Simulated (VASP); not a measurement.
# Si: single point with PBEsol

The system is Si.

```xyz
1
Lattice="2.5104 0.0000 0.0000 0.0000 2.5104 0.0000 0.0000 0.0000 2.5104" Properties=species:S:1:pos:R:3 pbc="T T T"
Si    0.0000    0.0000    0.0000
```

```
Program             : VASP 6.6.1
Task                : single point
Functional          : PBEsol
Potentials or basis : VASP PAW PBE potentials, release 64 (Si)
Cutoff              : 520 eV
k mesh              : 16 × 16 × 16
Occupations         : gaussian, width 0.1 eV
Spin                : no spin polarisation
```

```json
{
  "Pressure": "0.2 GPa",
  "Band gap on the k mesh": "zero (band 2 reaches 15.97 eV, above the bottom of band 3 at 5.56 eV)"
}
```

Levels at points of the mesh, in eV from the Fermi level:
```tsv
k point	band 1	band 2	band 3	band 4	band 5	band 6
(0.00, 0.00, 0.00)	-13.36	7.50	7.50	7.86	7.86	7.86
(0.50, 0.00, 0.00)	-8.64	-6.67	10.19	11.35	11.35	14.72
(0.50, 0.50, 0.00)	-3.37	-2.90	-2.90	1.35	14.73	17.41
(0.50, 0.50, 0.50)	0.62	0.62	0.62	3.92	5.10	5.10
```

It took 18 s on 1 thread of Intel Xeon 8259CL, with other jobs on the host, peak memory 0.13 GiB.

Caveat: the PAW data sets were made with another functional, which shifts forces and pressure a little.
